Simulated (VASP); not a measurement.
CsCl:

```
CELL_PARAMETERS angstrom
4.13683 0.00000 0.00000
0.00000 4.13683 0.00000
0.00000 0.00000 4.13683
ATOMIC_POSITIONS crystal
Cs 0.00000 0.00000 0.00000
Cl 0.50000 0.50000 0.50000
```

Base run:

| Property | Result |
| --- | --- |
| Program | VASP 6.6.1 |
| Functional | LDA |
| Potentials or basis | VASP PAW LDA potentials, release 64 (Cs_sv, Cl) |
| Cutoff | 500 eV |
| k mesh | 4 × 4 × 4 |
| Occupations | gaussian, width 0.01 eV |
| Spin | no spin polarisation |

Its results: band gap on the k mesh 4.80 eV, direct; pressure -2.2 GPa.

**Question.** The run is repeated on the same cell with these changes: functional from LDA to PBE; potentials or basis from VASP PAW LDA potentials, release 64 (Cs_sv, Cl) to VASP PAW PBE potentials, release 64 (Cs_sv, Cl). What comes out?

**Answer.** Band gap on the k mesh 5.21 eV, direct; pressure 0.8 GPa.

Caveats: spin-orbit coupling is left out, which moves the levels of the heavy elements.

